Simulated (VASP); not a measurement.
# Rh (Cmcm) in VASP: single point with LDA

Aim: the single point of Rh with LDA.

All numbers are computed with VASP 6.6.1; they aren't measurements. Logs are shortened: lines on timing, memory, paths and dates and some standing lists are left out, and cuts for length are marked.

**1. The cell of the first run**

It takes space group Cmcm (No. 63, orthorhombic). The conventional cell has a = 2.414 Å, b = 4.518 Å, c = 9.620 Å, α = 90.00°, β = 90.00°, γ = 90.00°. Within 3.2 Å of Rh (site symmetry 2/m) lie 12 Rh at 2.41 to 2.84 Å. Within 3.2 Å of Rh (site symmetry m2m) lie 12 Rh at 2.41 to 2.84 Å.

**2. Single point, LDA**

The input, INCAR:

```
ALGO = Fast
EDIFF = 1E-7
ENCUT = 520
GGA = CA
ISIF = 2
ISMEAR = 0
LASPH = True
LCHARG = False
LREAL = False
LWAVE = False
NBANDS = 38
NELM = 100
PREC = Accurate
SIGMA = 0.15
```

The input, KPOINTS:

```
k-points
0
Gamma
  18 18 6
```

The input, POSCAR:

```
Rh
1.0
    2.4135872914      0.0000000000      0.0000000000
   -1.2067936457      2.2591398633      0.0000000000
    0.0000000000      0.0000000000      9.6202383977
Rh
4
Direct
    0.0000000000      0.0000000000      0.0000000000
    0.3333333333      0.6666666667      0.2500000000
    0.0000000000      0.0000000000      0.5000000000
    0.6666666667      0.3333333333      0.7500000000
```

Potentials or basis: VASP PAW LDA potentials, release 64 (Rh_pv).

Command:

```bash
cat potpaw_LDA.64/Rh_pv/POTCAR > POTCAR
mpirun -np 1 vasp_std > vasp.out
```

OUTCAR:

```text
EDIFF = 1E-7
   ENCUT = 520
   GGA = CA
   ISIF = 2
   ISMEAR = 0
   LASPH = True
   LREAL = False
   NELM = 100
   PREC = Accurate

 ion  position               nearest neighbor table
   1  0.000  0.000  0.000-   2 2.79   4 2.79   4 2.79   2 2.79   4 2.84   2 2.84
   2  0.333  0.667  0.250-   1 2.79   3 2.79   1 2.79   3 2.79   1 2.84   3 2.84
   3  0.000  0.000  0.500-   2 2.79   4 2.79   4 2.79   2 2.79   4 2.84   2 2.84
   4  0.667  0.333  0.750-   1 2.79   3 2.79   1 2.79   3 2.79   1 2.84   3 2.84

  LATTYP: Found a base centered orthorhombic cell.
 ALAT       =     2.4135872914
 B/A-ratio  =     1.8720183615
 C/A-ratio  =     3.9858671911

  Lattice vectors:

 A1 = (   1.2067936457,  -2.2591398633,   0.0000000000)
 A2 = (   1.2067936457,   2.2591398633,   0.0000000000)
 A3 = (   0.0000000000,   0.0000000000,   9.6202383977)

Analysis of symmetry for initial positions (statically):
=====================================================================
 Subroutine PRICEL returns:
 Original cell was already a primitive cell.

 Routine SETGRP: Setting up the symmetry group for a
 base centered orthorhombic supercell.

 Subroutine GETGRP returns: Found  8 space group operations
 (whereof  4 operations were pure point group operations)
 out of a pool of  8 trial point group operations.

The static configuration has the point symmetry C_2h.
 The point group associated with its full space group is D_2h.

Analysis of symmetry for dynamics (positions and initial velocities):
=====================================================================
 Subroutine PRICEL returns:
 Original cell was already a primitive cell.

 Routine SETGRP: Setting up the symmetry group for a
 base centered orthorhombic supercell.

 Subroutine GETGRP returns: Found  8 space group operations
 (whereof  4 operations were pure point group operations)
 out of a pool of  8 trial point group operations.

The dynamic configuration has the point symmetry C_2h.
 The point group associated with its full space group is D_2h.

 Subroutine INISYM returns: Found  8 space group operations
 (whereof  4 operations are pure point group operations),
 and found     1 'primitive' translations

----------------------------------------------------------------------------------------

                                     Primitive cell

  volume of cell :      52.4556

  direct lattice vectors                    reciprocal lattice vectors
     2.413587291  0.000000000  0.000000000     0.414321041  0.221323172  0.000000000
    -1.206793646  2.259139863  0.000000000     0.000000000  0.442646344  0.000000000
     0.000000000  0.000000000  9.620238398     0.000000000  0.000000000  0.103947528

  length of vectors
     2.413587291  2.561262155  9.620238398     0.469729573  0.442646344  0.103947528

  position of ions in fractional coordinates (direct lattice)
     0.000000000  0.000000000  0.000000000
     0.333333333  0.666666667  0.250000000
     0.000000000  0.000000000  0.500000000
     0.666666667  0.333333333  0.750000000

  ion indices of the primitive-cell ions
   primitive index   ion index
                 1           1
                 2           2
                 3           3
                 4           4

----------------------------------------------------------------------------------------

 KPOINTS: k-points

Automatic generation of k-mesh.
 Grid dimensions read from file:
 generate k-points for:   18   18    6

 Generating k-lattice:

  Cartesian coordinates                     Fractional coordinates (reciprocal lattice)
     0.023017836  0.012295732  0.000000000     0.055555556  0.000000000  0.000000000
     0.000000000  0.024591464  0.000000000     0.000000000  0.055555556  0.000000000
     0.000000000  0.000000000  0.017324588     0.000000000  0.000000000  0.166666667

  Length of vectors
     0.026096087  0.024591464  0.017324588

  Shift w.r.t. Gamma in fractional coordinates (k-lattice)
     0.000000000  0.000000000  0.000000000

 Subroutine IBZKPT returns following result:
 ===========================================

 Found    364 irreducible k-points:

 Following reciprocal coordinates:
            Coordinates               Weight
  0.000000  0.000000  0.000000      1.000000
  0.055556 -0.000000  0.000000      4.000000
  0.111111 -0.000000  0.000000      4.000000
  0.166667  0.000000  0.000000      4.000000
  0.222222 -0.000000  0.000000      4.000000
  0.277778 -0.000000  0.000000      4.000000
[... 16 lines left out ...]
 -0.333333  0.055556  0.000000      4.000000
 -0.277778  0.055556  0.000000      4.000000
 [... further k-points ...]
   k-points           NKPTS =    364   k-points in BZ     NKDIM =    364   number of bands    NBANDS=     38
   number of dos      NEDOS =    301   number of ions     NIONS =      4
   total plane-waves  NPLWV =  25920
   dimension x,y,z NGX =    18 NGY =   20 NGZ =   72
   dimension x,y,z NGXF=    36 NGYF=   40 NGZF=  144
   ions per type =               4
   NGX,Y,Z   is equivalent  to a cutoff of  12.40, 12.98, 12.44 a.u.
   NGXF,Y,Z  is equivalent  to a cutoff of  24.80, 25.96, 24.88 a.u.
 SYSTEM =  unknown system
   PREC   = accura    normal or accurate (medium, high low for compatibility)
   ISTART =      0    job   : 0-new  1-cont  2-samecut
   ICHARG =      2    charge: 1-file 2-atom 10-const
   ISPIN  =      1    spin polarized calculation?
   LNONCOLLINEAR =      F non collinear calculations
   LSORBIT =      F    spin-orbit coupling
   LASPH  =      T    aspherical Exc in radial PAW
   ENCUT  =  520.0 eV  38.22 Ry    6.18 a.u.   4.49  4.76 17.89*2*pi/ulx,y,z
   NELM   =    100;   NELMIN=  2; NELMDL= -5     # of ELM steps
   EDIFF  = 0.1E-06   stopping-criterion for ELM
   LREAL  =      F    real-space projection
   EDIFFG = 0.1E-05   stopping-criterion for IOM
   NSW    =      0    number of steps for IOM
   IBRION =     -1    ionic relax: 0-MD 1-quasi-New 2-CG
   NFREE  =      0    steps in history (QN), initial steepest desc. (CG)
   ISIF   =      2    stress and relaxation
   ISYM   =      2    0-nonsym 1-usesym 2-fastsym
   POTIM  = 0.5000    time-step for ionic-motion
   TEBEG  =    0.0;   TEEND  =   0.0 temperature during run
   PSTRESS=    0.0 pullay stress
   NELECT =      60.0000    total number of electrons
   NUPDOWN=      -1.0000    fix difference up-down
   EMIN   =  10.00;   EMAX   =-10.00  energy-range for DOS
   EFERMI =   0.00;   METHOD = LEGACY
   ISMEAR =     0;   SIGMA  =   0.15  broadening in eV -4-tet -1-fermi 0-gaus
   EFERMI_NEDOS =   21; number of points for ismear=-14 and -15
   IALGO  =     68    algorithm
   IMIX   =      4    mixing-type and parameters
     AMIX     =   0.40;   BMIX     =  1.00
     AMIX_MAG =   1.60;   BMIX_MAG =  1.00
  volume/ion in A,a.u.               =      13.11        88.50
  Fermi-wavevector in a.u.,A,eV,Ry     =   1.712095  3.235391 39.882352  2.931270
  Thomas-Fermi vector in A             =   2.790088
   LORBIT       =      0    0 simple, 1 ext, 2 COOP (PROOUT), +10 PAW based schemes
   GGA     = CA    functional components
   LHFCALC =     F    Hartree Fock is set to
   AEXX    =    0.0000 exact exchange contribution
   IVDW    =     0    specifies the selected vdW correction
   LEPSILON=     F    determine dielectric tensor
   LRPA    =     F    only Hartree local field effects (RPA)
 non-spin polarized calculation
 RMM-DIIS sequential band-by-band and
 Gauss-broadening in eV      SIGMA  =   0.15
  energy-cutoff  :      520.00
  volume of cell :       52.46
 maximum number of plane-waves:      1452
 NGX is ok and might be reduce to    18
   NGX =  9   NGY =  9   NGZ = 35

 number of electron      59.9999983 magnetization

 Free energy of the ion-electron system (eV)
  ---------------------------------------------------
  ext. energy  EPLUGINS =         0.00000000
  ---------------------------------------------------
  free energy    TOTEN  =       -33.23014583 eV

  energy without entropy =      -33.16525100  energy(sigma->0) =      -33.19769841

 E-fermi :  12.5696     XC(G=0): -14.6168

 val. band max:       12.5694054749   @ k =   0.1111   0.2778   0.3333
 cond. band min:      12.5696944888   @ k =   0.2222   0.3333   0.1667
 fundamental gap:      0.0002890138
 Fermi energy:        12.5696153931

 k-point     1 :       0.0000    0.0000    0.0000
  band No.  band energies     occupation
      1     -34.1960      2.00000
      2     -33.9287      2.00000
      3     -33.9224      2.00000
      4     -33.6467      2.00000
      5     -33.6127      2.00000
      6     -33.5964      2.00000
[... 30 lines left out ...]
     37      19.2151      0.00000
     38      24.8864      0.00000

 k-point     2 :       0.0556   -0.0000    0.0000
  band No.  band energies     occupation
      1     -34.1864      2.00000
      2     -33.9244      2.00000
      3     -33.9183      2.00000
      4     -33.6449      2.00000
      5     -33.6254      2.00000
      6     -33.6091      2.00000
[... 30 lines left out ...]
     37      19.2141      0.00000
     38      25.0445      0.00000

 k-point     3 :       0.1111   -0.0000    0.0000
  band No.  band energies     occupation
      1     -34.1586      2.00000
      2     -33.9152      2.00000
      3     -33.9094      2.00000
      4     -33.7055      2.00000
      5     -33.6815      2.00000
      6     -33.6752      2.00000
[... 30 lines left out ...]
     37      19.2155      0.00000
     38      25.4187      0.00000

 k-point     4 :       0.1667    0.0000    0.0000
  band No.  band energies     occupation
      1     -34.1149      2.00000
      2     -33.9350      2.00000
      3     -33.9345      2.00000
      4     -33.8717      2.00000
      5     -33.8425      2.00000
      6     -33.8021      2.00000
[... 30 lines left out ...]
     37      19.2342      0.00000
     38      25.9686      0.00000
[... 703 lines left out ...]
      4     -34.6017      2.00000
      5     -33.8893      2.00000
      6     -33.8357      2.00000
[... 30 lines left out ...]
     37      20.8766      0.00000
     38      24.8569      0.00000

 k-point    23 :      -0.3333    0.0556    0.0000
  band No.  band energies     occupation
      1     -34.4768      2.00000
      2     -34.4624      2.00000
      3     -34.4483      2.00000
      4     -34.4333      2.00000
      5     -33.9519      2.00000
      6     -33.7893      2.00000
[... 30 lines left out ...]
     37      19.7053      0.00000
     38      26.6595      0.00000

 k-point    24 :      -0.2778    0.0556    0.0000
  band No.  band energies     occupation
      1     -34.2690      2.00000
      2     -34.2593      2.00000
      3     -34.2441      2.00000
      4     -34.2285      2.00000
      5     -34.0164      2.00000
      6     -33.8069      2.00000
[... 30 lines left out ...]
     37      19.4281      0.00000
     38      26.7567      0.00000

 [... further k-points ...]

------------------------ aborting loop because EDIFF is reached ----------------------------------------

  FORCE on cell =-STRESS in cart. coord.  units (eV):
  Direction    XX          YY          ZZ          XY          YZ          ZX
  --------------------------------------------------------------------------------------
  -------------------------------------------------------------------------------------
  Total       20.0669100      6.1027370     -8.9546785      0.0000000      0.0000000      0.0000000
  in kB      612.9134067    186.3988702   -273.5071078      0.0000000      0.0000000      0.0000000
  external PRESSURE =     175.2683897 kB  Pullay stress =       0.0000000 kB

 VOLUME and BASIS-vectors are now :
 -----------------------------------------------------------------------------
  energy-cutoff  :      520.00
  volume of cell :       52.46
      direct lattice vectors                 reciprocal lattice vectors
     2.413587291  0.000000000  0.000000000     0.414321041  0.221323172  0.000000000
    -1.206793646  2.259139863  0.000000000     0.000000000  0.442646344  0.000000000
     0.000000000  0.000000000  9.620238398     0.000000000  0.000000000  0.103947528

 POSITION                                       TOTAL-FORCE (eV/Angst)
 -----------------------------------------------------------------------------------
      0.00000      0.00000      0.00000         0.000000      0.000000      0.000000
     -0.00000      1.50609      2.40506         0.000000     -0.094107      0.000000
      0.00000      0.00000      4.81012         0.000000      0.000000      0.000000
      1.20679      0.75305      7.21518         0.000000      0.094107     -0.000000
 -----------------------------------------------------------------------------------
    total drift:                                0.000000     -0.000000      0.000000

  FREE ENERGIE OF THE ION-ELECTRON SYSTEM (eV)
  ---------------------------------------------------
  free  energy   TOTEN  =       -33.2301458337 eV

  energy  without entropy=      -33.1652509960  energy(sigma->0) =      -33.19769841
```

It took 12 min on 1 thread of Oxide Virtual Turin-like, shared host; peak memory 0.51 GiB.

Results:

```yaml
Free_energy: -33.2301 eV
Pressure: 17.5 GPa
Largest_force: 0.094 eV/Å
Band_gap_on_the_k_mesh: zero (bands 30 and 31 overlap by 2.70 eV)
```

Forces in eV/Å, atoms in the order of the input:
```
Rh   0.000  0.000  0.000
Rh   0.000 -0.094  0.000
Rh   0.000  0.000  0.000
Rh   0.000  0.094  0.000
```

Caveat: the cell differs from its parent crystal (strain +e along x and -e along y -0.0367, strain +e along z and -e/2 along x and y +0.1100); the cell stands under pressure.
